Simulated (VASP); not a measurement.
# Pt in VASP: notebook

Pt is run at these levels: PBE; tasks: single point.

Everything below comes from runs of VASP 6.6.1. Logs are shortened: lines on timing, memory, paths and dates and some standing lists are left out, and cuts for length are marked.

## 1. The cell of the first run

The cell holds a slab with vacuum, 6 atoms: a = 2.807 Å, b = 2.807 Å, c = 24.925 Å, α = 90.00°, β = 90.00°, γ = 90.00°.

## 2. Single point, PBE

Contents of INCAR:

```
PREC = Accurate
ENCUT = 520
EDIFF = 1E-6
ISMEAR = 0
SIGMA = 0.1
LREAL = F
LASPH = T
NELM = 100
ALGO = Normal
ISIF = 2
LWAVE = F
LCHARG = F
LDIPOL = T
IDIPOL = 3
DIPOL = 0.5 0.5 0.500
GGA = PE
NBANDS = 39
```

Contents of KPOINTS:

```
Automatic mesh
0
Gamma
  12 12 1
```

Contents of POSCAR:

```
Pt
1.0
    2.8072933492      0.0000000000      0.0000000000
    0.0000000000      2.8072933492      0.0000000000
    0.0000000000      0.0000000000     24.9252808201
Pt
6
Direct
    0.5000000000      0.5000000000      0.3008993180
    0.0000000000      0.0000000000      0.3805395908
    0.5000000000      0.5000000000      0.4601798636
    0.0000000000      0.0000000000      0.5398201364
    0.5000000000      0.5000000000      0.6194604092
    0.0000000000      0.0000000000      0.6991006820
```

Potentials or basis: VASP PAW PBE potentials, release 64 (Pt).

Started as:

```bash
$ cat potpaw_PBE.64/Pt/POTCAR > POTCAR
$ mpirun -np 1 vasp_std > vasp.out
```

OUTCAR:

```text
PREC = Accurate
   ENCUT = 520
   EDIFF = 1E-6
   ISMEAR = 0
   LREAL = F
   LASPH = T
   NELM = 100
   ISIF = 2
   GGA = PE

 ion  position               nearest neighbor table
   1  0.500  0.500  0.301-   2 2.81   2 2.81   2 2.81   2 2.81
   2  0.000  0.000  0.381-   1 2.81   3 2.81   1 2.81   3 2.81   1 2.81   3 2.81   1 2.81   3 2.81

   3  0.500  0.500  0.460-   2 2.81   2 2.81   2 2.81   2 2.81   4 2.81   4 2.81   4 2.81   4 2.81

   4  0.000  0.000  0.540-   5 2.81   5 2.81   5 2.81   5 2.81   3 2.81   3 2.81   3 2.81   3 2.81

   5  0.500  0.500  0.619-   4 2.81   6 2.81   4 2.81   6 2.81   4 2.81   6 2.81   4 2.81   6 2.81

   6  0.000  0.000  0.699-   5 2.81   5 2.81   5 2.81   5 2.81

  LATTYP: Found a simple tetragonal cell.
 ALAT       =     2.8072933492
 C/A-ratio  =     8.8787589039

  Lattice vectors:

 A1 = (   2.8072933492,   0.0000000000,   0.0000000000)
 A2 = (   0.0000000000,   2.8072933492,   0.0000000000)
 A3 = (   0.0000000000,   0.0000000000,  24.9252808201)

Analysis of symmetry for initial positions (statically):
=====================================================================
 Subroutine PRICEL returns:
 Original cell was already a primitive cell.

 Routine SETGRP: Setting up the symmetry group for a
 simple tetragonal supercell.

 Subroutine GETGRP returns: Found 16 space group operations
 (whereof  8 operations were pure point group operations)
 out of a pool of 16 trial point group operations.

The static configuration has the point symmetry C_4v.
 The point group associated with its full space group is D_4h.

Analysis of symmetry for dynamics (positions and initial velocities):
=====================================================================
 Subroutine PRICEL returns:
 Original cell was already a primitive cell.

 Routine SETGRP: Setting up the symmetry group for a
 simple tetragonal supercell.

 Subroutine GETGRP returns: Found 16 space group operations
 (whereof  8 operations were pure point group operations)
 out of a pool of 16 trial point group operations.

The dynamic configuration has the point symmetry C_4v.
 The point group associated with its full space group is D_4h.

 Subroutine INISYM returns: Found 16 space group operations
 (whereof  8 operations are pure point group operations),
 and found     1 'primitive' translations

----------------------------------------------------------------------------------------

                                     Primitive cell

  volume of cell :     196.4335

  direct lattice vectors                    reciprocal lattice vectors
     2.807293349  0.000000000  0.000000000     0.356215000  0.000000000  0.000000000
     0.000000000  2.807293349  0.000000000     0.000000000  0.356215000  0.000000000
     0.000000000  0.000000000 24.925280820     0.000000000  0.000000000  0.040119909

  length of vectors
     2.807293349  2.807293349 24.925280820     0.356215000  0.356215000  0.040119909

  position of ions in fractional coordinates (direct lattice)
     0.500000000  0.500000000  0.300899318
     0.000000000  0.000000000  0.380539591
     0.500000000  0.500000000  0.460179864
     0.000000000  0.000000000  0.539820136
     0.500000000  0.500000000  0.619460409
     0.000000000  0.000000000  0.699100682

  ion indices of the primitive-cell ions
   primitive index   ion index
                 1           1
                 2           2
                 3           3
                 4           4
                 5           5
                 6           6

----------------------------------------------------------------------------------------

 KPOINTS: Automatic mesh

Automatic generation of k-mesh.
 Grid dimensions read from file:
 generate k-points for:   12   12    1

 Generating k-lattice:

  Cartesian coordinates                     Fractional coordinates (reciprocal lattice)
     0.029684583  0.000000000  0.000000000     0.083333333  0.000000000  0.000000000
     0.000000000  0.029684583  0.000000000     0.000000000  0.083333333  0.000000000
     0.000000000  0.000000000  0.040119909     0.000000000  0.000000000  1.000000000

  Length of vectors
     0.029684583  0.029684583  0.040119909

  Shift w.r.t. Gamma in fractional coordinates (k-lattice)
     0.000000000  0.000000000  0.000000000

 Subroutine IBZKPT returns following result:
 ===========================================

 Found     28 irreducible k-points:

 Following reciprocal coordinates:
            Coordinates               Weight
  0.000000  0.000000  0.000000      1.000000
  0.083333  0.000000  0.000000      4.000000
  0.166667  0.000000  0.000000      4.000000
  0.250000  0.000000  0.000000      4.000000
  0.333333  0.000000  0.000000      4.000000
  0.416667  0.000000  0.000000      4.000000
[... 16 lines left out ...]
  0.333333  0.333333  0.000000      4.000000
  0.416667  0.333333  0.000000      8.000000
 [... further k-points ...]
   k-points           NKPTS =     28   k-points in BZ     NKDIM =     28   number of bands    NBANDS=     39
   number of dos      NEDOS =    301   number of ions     NIONS =      6
   total plane-waves  NPLWV = 110592
   dimension x,y,z NGX =    24 NGY =   24 NGZ =  192
   dimension x,y,z NGXF=    48 NGYF=   48 NGZF=  384
   ions per type =               6
   NGX,Y,Z   is equivalent  to a cutoff of  14.21, 14.21, 12.81 a.u.
   NGXF,Y,Z  is equivalent  to a cutoff of  28.43, 28.43, 25.61 a.u.
 SYSTEM =  unknown system
   PREC   = accura    normal or accurate (medium, high low for compatibility)
   ISTART =      0    job   : 0-new  1-cont  2-samecut
   ICHARG =      2    charge: 1-file 2-atom 10-const
   ISPIN  =      1    spin polarized calculation?
   LNONCOLLINEAR =      F non collinear calculations
   LSORBIT =      F    spin-orbit coupling
   LASPH  =      T    aspherical Exc in radial PAW
   ENCUT  =  520.0 eV  38.22 Ry    6.18 a.u.   5.22  5.22 46.34*2*pi/ulx,y,z
   NELM   =    100;   NELMIN=  2; NELMDL= -5     # of ELM steps
   EDIFF  = 0.1E-05   stopping-criterion for ELM
   LREAL  =      F    real-space projection
   EDIFFG = 0.1E-04   stopping-criterion for IOM
   NSW    =      0    number of steps for IOM
   IBRION =     -1    ionic relax: 0-MD 1-quasi-New 2-CG
   NFREE  =      0    steps in history (QN), initial steepest desc. (CG)
   ISIF   =      2    stress and relaxation
   ISYM   =      2    0-nonsym 1-usesym 2-fastsym
   POTIM  = 0.5000    time-step for ionic-motion
   TEBEG  =    0.0;   TEEND  =   0.0 temperature during run
   PSTRESS=    0.0 pullay stress
   NELECT =      60.0000    total number of electrons
   NUPDOWN=      -1.0000    fix difference up-down
   EMIN   =  10.00;   EMAX   =-10.00  energy-range for DOS
   EFERMI =   0.00;   METHOD = LEGACY
   ISMEAR =     0;   SIGMA  =   0.10  broadening in eV -4-tet -1-fermi 0-gaus
   EFERMI_NEDOS =   21; number of points for ismear=-14 and -15
   IALGO  =     38    algorithm
   IMIX   =      4    mixing-type and parameters
     AMIX     =   0.40;   BMIX     =  1.00
     AMIX_MAG =   1.60;   BMIX_MAG =  1.00
  volume/ion in A,a.u.               =      32.74       220.93
  Fermi-wavevector in a.u.,A,eV,Ry     =   1.102521  2.083462 16.538583  1.215552
  Thomas-Fermi vector in A             =   2.238965
   LORBIT       =      0    0 simple, 1 ext, 2 COOP (PROOUT), +10 PAW based schemes
   GGA     = PE    functional components
   LHFCALC =     F    Hartree Fock is set to
   AEXX    =    0.0000 exact exchange contribution
   IVDW    =     0    specifies the selected vdW correction
   LEPSILON=     F    determine dielectric tensor
   LRPA    =     F    only Hartree local field effects (RPA)
 non-spin polarized calculation
 Gauss-broadening in eV      SIGMA  =   0.10
  energy-cutoff  :      520.00
  volume of cell :      196.43
 maximum number of plane-waves:      5360
 NGX is ok and might be reduce to    24
   NGX = 11   NGY = 11   NGZ = 93

 dipolmoment           0.000000      0.000000      0.000000 electrons x Angstroem

 number of electron      59.9999999 magnetization

 dipolmoment           0.000000      0.000000     -0.000000 electrons x Angstroem

 Free energy of the ion-electron system (eV)
  ---------------------------------------------------
  ext. energy  EPLUGINS =         0.00000000
  ---------------------------------------------------
  free energy    TOTEN  =       -34.80877802 eV

  energy without entropy =      -34.75294670  energy(sigma->0) =      -34.78086236

 E-fermi :   2.0513     XC(G=0):  -7.1023

 val. band max:        2.0472204939   @ k =   0.5000   0.0000   0.0000
 cond. band min:       2.0514744868   @ k =   0.2500   0.0000   0.0000
 fundamental gap:      0.0042539929
 Fermi energy:         2.0513234501

 k-point     1 :       0.0000    0.0000    0.0000
  band No.  band energies     occupation
      1      -7.4182      2.00000
      2      -6.4516      2.00000
      3      -5.2032      2.00000
      4      -4.5480      2.00000
      5      -4.0497      2.00000
      6      -3.9518      2.00000
[... 31 lines left out ...]
     38       7.5224      0.00000
     39       7.7997      0.00000

 k-point     2 :       0.0833    0.0000    0.0000
  band No.  band energies     occupation
      1      -7.2443      2.00000
      2      -6.2945      2.00000
      3      -5.0667      2.00000
      4      -4.4196      2.00000
      5      -3.9378      2.00000
      6      -3.8209      2.00000
[... 913 lines left out ...]
     38       9.7750      0.00000
     39      10.4519      0.00000

 k-point    24 :       0.4167    0.3333    0.0000
  band No.  band energies     occupation
      1      -4.0861      2.00000
      2      -3.8646      2.00000
      3      -3.6868      2.00000
      4      -3.6630      2.00000
      5      -3.3219      2.00000
      6      -3.1761      2.00000
[... 31 lines left out ...]
     38       9.0550      0.00000
     39       9.2203      0.00000

 [... further k-points ...]

------------------------ aborting loop because EDIFF is reached ----------------------------------------

 vacuum level on the upper side and lower side of the slab       (xc-potential included)        -0.176        -0.176

  FORCE on cell =-STRESS in cart. coord.  units (eV):
  Direction    XX          YY          ZZ          XY          YZ          ZX
  --------------------------------------------------------------------------------------
  -------------------------------------------------------------------------------------
  Total       -4.6411959     -4.6411959     -1.9337634      0.0000000      0.0000000      0.0000000
  in kB      -37.8551372    -37.8551372    -15.7724177      0.0000000      0.0000000      0.0000000
  external PRESSURE =     -30.4942307 kB  Pullay stress =       0.0000000 kB

 VOLUME and BASIS-vectors are now :
 -----------------------------------------------------------------------------
  energy-cutoff  :      520.00
  volume of cell :      196.43
      direct lattice vectors                 reciprocal lattice vectors
     2.807293349  0.000000000  0.000000000     0.356215000  0.000000000  0.000000000
     0.000000000  2.807293349  0.000000000     0.000000000  0.356215000  0.000000000
     0.000000000  0.000000000 24.925280820     0.000000000  0.000000000  0.040119909

 POSITION                                       TOTAL-FORCE (eV/Angst)
 -----------------------------------------------------------------------------------
      1.40365      1.40365      7.50000         0.000000      0.000000      0.324310
      0.00000      0.00000      9.48506         0.000000      0.000000     -0.211586
      1.40365      1.40365     11.47011         0.000000     -0.000000     -0.050633
      0.00000      0.00000     13.45517         0.000000     -0.000000      0.050633
      1.40365      1.40365     15.44022         0.000000      0.000000      0.211586
      0.00000      0.00000     17.42528         0.000000      0.000000     -0.324310
 -----------------------------------------------------------------------------------
    total drift:                                0.000000     -0.000000     -0.000000

  FREE ENERGIE OF THE ION-ELECTRON SYSTEM (eV)
  ---------------------------------------------------
  free  energy   TOTEN  =       -34.8087780220 eV

  energy  without entropy=      -34.7529467003  energy(sigma->0) =      -34.78086236

 vacuum level on the upper side and lower side of the slab         7.578         7.578
```

Wall time 2.3 min (1 thread of Intel Xeon 6975P-C (Granite Rapids), shared host); peak memory 0.4 GiB.

Results:

| Item | Value |
| --- | --- |
| Free energy | -34.8088 eV |
| Largest force | 0.324 eV/Å |
| Band gap on the k mesh | zero (band 30 reaches 3.08 eV, above the bottom of band 31 at 1.62 eV) |

Forces on the atoms (eV/Å):
```
Pt   0.000  0.000  0.324
Pt   0.000  0.000 -0.212
Pt   0.000  0.000 -0.051
Pt   0.000  0.000  0.051
Pt   0.000  0.000  0.212
Pt   0.000  0.000 -0.324
```

Levels at points of the mesh, in eV from the Fermi level:
```csv
k point,band 27,band 28,band 29,band 30,band 31,band 32,band 33,band 34
"(0.00, 0.00, 0.00)",-0.96,-0.74,-0.33,-0.15,-0.15,0.06,0.11,0.33
"(0.50, 0.00, 0.00)",-0.37,-0.37,0.00,0.00,0.78,0.78,1.64,1.64
"(0.50, 0.50, 0.00)",0.47,0.47,1.03,1.03,2.80,2.80,4.68,4.68
```

Caveat: spin-orbit coupling is left out, which moves the levels of the heavy elements.

(Continued in part 2 of 2.)
